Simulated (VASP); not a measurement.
The system is As.

```xyz
4
Lattice="3.8323 0.0000 0.0000 -1.9161 3.3189 0.0000 0.0000 0.0000 6.3233" Properties=species:S:1:pos:R:3 pbc="T T T"
As    0.0000    2.2126    2.7664
As    1.9161    1.1063    5.9281
As    1.9161    1.1063    3.5568
As    0.0000    2.2126    0.3952
```

| Property | Result |
| --- | --- |
| Program | VASP 6.6.1 |
| Task | relaxation of cell and atoms |
| Functional | r2SCAN |
| Potentials or basis | VASP PAW PBE potentials, release 64 (As) |
| Cutoff | 600 eV |
| k mesh | 6 × 6 × 4 |
| Occupations | gaussian, width 0.1 eV |
| Spin | no spin polarisation |

At the start: pressure 31.4 GPa; volume 20.11 Å³/atom.

Q: Where does the relaxation end?

A: Over 19 steps the energy falls by 729.1 meV/atom and the volume is 26.12 Å³/atom (+29.9 %); space group P6_3/mmc (No. 194, to 0.05 Å).

Step by step:
```
step  energy change (eV)  largest force (eV/Å)  pressure (GPa)  volume (Å³)
   1              0.0000                0.4854           31.36        80.42
   2             -1.9281                0.0304           -7.09       135.45
   3             -2.5247                0.0133           -0.21       112.57
   4             -2.5246                0.0110            0.13       111.85
   5             -2.5426                0.1296            0.25       111.76
   6             -2.5774                0.5712            0.76       111.34
   7             -2.5807                0.7188            0.86       111.13
   8             -2.5870                0.7250            0.78       111.22
   9             -2.6063                0.7403            0.52       111.51
  10             -2.6433                0.7625           -0.03       112.03
  11             -2.6813                1.0072           -0.54       112.86
  12             -2.7221                0.8636           -0.99       112.94
  13             -2.7921                0.5096           -2.14       113.10
  14             -2.7952                0.3759           -2.54       113.12
  15             -2.8570                0.2318           -2.00       110.64
  16             -2.9128                0.0250           -0.68       106.07
  17             -2.9138                0.0632           -0.43       105.36
  18             -2.9162                0.0083           -0.01       104.63
  19             -2.9163                0.0242            0.09       104.48
```

Final structure:
```yaml
crystal:
  lattice:
    - [4.58870, 0.00000, 0.00000]
    - [-2.29435, 3.97393, 0.00000]
    - [0.00000, 0.00000, 5.72954]
  atoms:
    - { symbol: As, position: [0.33333, 0.66667, 0.46356] }
    - { symbol: As, position: [0.66667, 0.33333, 0.96356] }
    - { symbol: As, position: [0.66667, 0.33333, 0.53644] }
    - { symbol: As, position: [0.33333, 0.66667, 0.03644] }
```

Caveat: the volume moved by over 15 % at a fixed basis, so the end points are rough; the PAW data sets were made with another functional, which shifts forces and pressure a little.
